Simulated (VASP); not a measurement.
Wanted: the native input for a VASP 6.6.1 run.

```
Task                   : relaxation of shape and atoms at fixed volume
Functional             : PBE
Potentials or basis    : VASP PAW PBE potentials, release 64 (In_d)
Cutoff                 : 600 eV
k mesh                 : 15 × 15 × 14
Occupations            : fermi-dirac, width 0.1 eV
Spin                   : no spin polarisation
Dipole correction      : no
Further INCAR settings : ALGO = Normal; EDIFF = 1e-07; IBRION = 2; EDIFFG = -0.005; NSW = 50; ISIF = 4
```

The structure of In lies in POSCAR:

```
In
1.0
    2.9634100021      0.0000000000      0.0000000000
   -1.4817050010      2.5663883436      0.0000000000
    0.0000000000      0.0000000000      2.8132494531
In
1
Direct
    0.0000000000      0.0000000000      0.0000000000
```

This isn't the form of In at room conditions, which is tetragonal.

The input as run:

INCAR

```
PREC = Accurate
ENCUT = 600
EDIFF = 1E-7
ISMEAR = -1
SIGMA = 0.1
LREAL = False
LASPH = True
NELM = 80
ALGO = Normal
ISIF = 4
LWAVE = False
LCHARG = False
GGA = PE
IBRION = 2
NSW = 50
EDIFFG = -0.005
```

KPOINTS

```
Automatic mesh
0
Gamma
  15 15 14
```

Potentials or basis: VASP PAW PBE potentials, release 64 (In_d).

Run with:

```bash
$ cat potpaw_PBE.64/In_d/POTCAR > POTCAR
$ mpirun -np 1 vasp_std > vasp.out
```

Results of the run:

```yaml
Pressure_after_relaxing: 19.7 GPa
Band_gap_on_the_k_mesh: zero (an odd number of electrons rules out a gap without spin polarisation)
```

Caveat: the relaxation stopped at its first step, so nothing moved; spin-orbit coupling is left out, which moves the levels of the heavy elements.

Run time: 45 s on 1 thread of Intel Xeon 8259CL, on a shared host, peak memory 0.18 GiB.
